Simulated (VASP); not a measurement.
The system is NbSi.

```
CELL_PARAMETERS angstrom
3.15644 0.00000 0.00000
0.00000 3.15644 0.00000
0.00000 0.00000 3.15644
ATOMIC_POSITIONS crystal
Nb 0.00000 0.00000 0.00000
Si 0.50000 0.50000 0.50000
```

| Quantity | Value |
| --- | --- |
| Program | VASP 6.6.1 |
| Task | relaxation of cell and atoms |
| Functional | PBEsol-based global hybrid |
| Potentials or basis | VASP PAW PBE potentials, release 64 (Nb_sv, Si) |
| Cutoff | 600 eV |
| k mesh | 4 × 4 × 4 |
| Occupations | fermi-dirac, width 0.05 eV |
| Spin | no spin polarisation |

At the start: pressure -5.1 GPa; volume 15.72 Å³/atom.

Question: How do energy, volume and symmetry change on relaxing?

Answer: Over 3 steps the energy falls by 6.8 meV/atom and the volume is 15.31 Å³/atom (-2.6 %); space group Pm-3m (No. 221, to 0.05 Å).

The path:
| step | energy change (eV) | largest force (eV/Å) | pressure (GPa) | volume (Å³) |
| --- | --- | --- | --- | --- |
| 1 | 0.0000 | 0.0000 | -5.06 | 31.45 |
| 2 | 0.0268 | 0.0000 | 9.84 | 29.24 |
| 3 | -0.0136 | 0.0000 | -0.04 | 30.62 |

Final structure:
```cif
data_structure
_symmetry_space_group_name_H-M 'P 1'
_symmetry_Int_Tables_number 1
_cell_length_a 3.1284
_cell_length_b 3.1284
_cell_length_c 3.1284
_cell_angle_alpha 90.000
_cell_angle_beta 90.000
_cell_angle_gamma 90.000
_cell_volume 30.62
loop_
_atom_site_label
_atom_site_type_symbol
_atom_site_fract_x
_atom_site_fract_y
_atom_site_fract_z
_atom_site_occupancy
Nb1 Nb 0.00000 0.00000 0.00000 1
Si1 Si 0.50000 0.50000 0.50000 1
```

Caveat: the k points lie up to 0.50 Å⁻¹ apart in the final cell; the PAW data sets were made with another functional, which shifts forces and pressure a little.
